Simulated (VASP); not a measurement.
Wanted: the native input for a VASP 6.6.1 run.

```
Task                   : relaxation of cell and atoms
Functional             : PBE
Potentials or basis    : VASP PAW PBE potentials, release 64 (Cs_sv, W_sv)
Cutoff                 : 500 eV
k mesh                 : 16 × 16 × 16
Occupations            : gaussian, width 0.1 eV
Spin                   : no spin polarisation
Dipole correction      : no
Further INCAR settings : ALGO = Normal; EDIFF = 1e-07; IBRION = 2; EDIFFG = -0.01; NSW = 100; ISIF = 3
```

The structure of CsW lies in POSCAR:

```
CsW
1.0
    0.0000000000      3.1544410999      3.1544410999
    3.1544410999      0.0000000000      3.1544410999
    3.1544410999      3.1544410999      0.0000000000
Cs W
1 1
Direct
    0.0000000000      0.0000000000      0.0000000000
    0.7500000000      0.7500000000      0.7500000000
```

The input as run:

INCAR

```
PREC     = Accurate       # precision mode
ENCUT    = 500            # plane-wave cutoff, eV
EDIFF    = 1E-7           # SCF threshold, eV
ISMEAR   = 0              # smearing method
SIGMA    = 0.1            # smearing width, eV
LREAL    = F              # projectors in reciprocal space
LASPH    = T              # aspherical terms in the spheres
NELM     = 120            # most SCF steps
ALGO     = Normal         # electronic algorithm
ISIF     = 3              # what is computed and relaxed
LWAVE    = F              # write WAVECAR
LCHARG   = F              # write CHGCAR
GGA      = PE             # functional
IBRION   = 2              # ionic algorithm
NSW      = 100            # ionic steps
EDIFFG   = -0.01          # ionic threshold
GGA_COMPAT= F            
NELMIN   = 4
```

KPOINTS

```
Automatic mesh
0
Gamma
  16 16 16
```

Potentials or basis: VASP PAW PBE potentials, release 64 (Cs_sv, W_sv).

Run with:

```console
$ cat potpaw_PBE.64/Cs_sv/POTCAR potpaw_PBE.64/W_sv/POTCAR > POTCAR
$ mpirun -np 1 vasp_std > vasp.out
```

It gave:

| Item | Value |
| --- | --- |
| Relaxed volume | 33.74 Å³/atom |
| Relaxed cell | a = 4.570 Å, b = 4.570 Å, c = 4.570 Å, α = 60.00°, β = 60.00°, γ = 60.00° |
| Space group after relaxing (to 0.1 Å) | F-43m (No. 216) |
| Energy gained by relaxing | 11.3 meV/atom |
| Ionic steps | 4 |
| Pressure after relaxing | 0.0 GPa |
| Band gap on the k mesh | zero (an odd number of electrons rules out a gap without spin polarisation) |

Caveat: spin-orbit coupling is left out, which moves the levels of the heavy elements.

It took 10 min on 1 thread of Oxide Virtual Turin-like Processor, with other jobs on the host, peak memory 0.28 GiB.
